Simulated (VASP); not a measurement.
Ti4C: single point with PBEsol

System: Ti4C, a slab with vacuum.

```
CELL_PARAMETERS angstrom
2.86791 0.00000 0.00000
0.00000 2.86791 0.00000
0.00000 0.00000 25.08376
ATOMIC_POSITIONS crystal
Ti 0.50000 0.50000 0.33886
Ti 0.00000 0.00000 0.41971
Ti 0.50000 0.50000 0.49878
Ti 0.00000 0.00000 0.58752
C 0.00000 0.50000 0.63680
```

| Property | Result |
| --- | --- |
| Program | VASP 6.6.1 |
| Task | single point |
| Functional | PBEsol |
| Potentials or basis | VASP PAW PBE potentials, release 64 (Ti_sv, C) |
| Cutoff | 520 eV |
| k mesh | 10 × 10 × 1 |
| Occupations | gaussian, width 0.1 eV |
| Spin | no spin polarisation |
| Dipole correction | yes |
| Further INCAR settings | ALGO = Normal; EDIFF = 1e-06; NBANDS = 34 |

| Item | Value |
| --- | --- |
| Largest force | 0.616 eV/Å |
| Band gap on the k mesh | zero (bands 26 and 27 overlap by 0.48 eV) |

Forces in eV/Å, atoms in the order of the input:
```
Ti   0.000  0.000  0.616
Ti   0.000  0.000 -0.604
Ti   0.000  0.000 -0.002
Ti   0.000  0.000 -0.027
C    0.000  0.000  0.016
```

Levels at points of the mesh, in eV from the Fermi level:
```tsv
k point	band 23	band 24	band 25	band 26	band 27	band 28	band 29	band 30
(0.00, 0.00, 0.00)	-1.28	-0.82	-0.55	-0.02	0.50	0.96	1.19	1.25
(0.50, 0.00, 0.00)	-0.60	-0.50	-0.19	0.04	0.18	0.50	0.63	0.79
(0.00, 0.50, 0.00)	-0.19	-0.05	0.07	0.24	0.29	0.54	0.64	0.79
(0.50, 0.50, 0.00)	-1.40	-0.99	-0.49	-0.36	0.67	0.75	1.49	1.62
```

Run time: 7.8 min on 1 thread of Intel Xeon 8259CL, on a shared host, peak memory 0.42 GiB.

Caveat: the PAW data sets were made with another functional, which shifts forces and pressure a little.
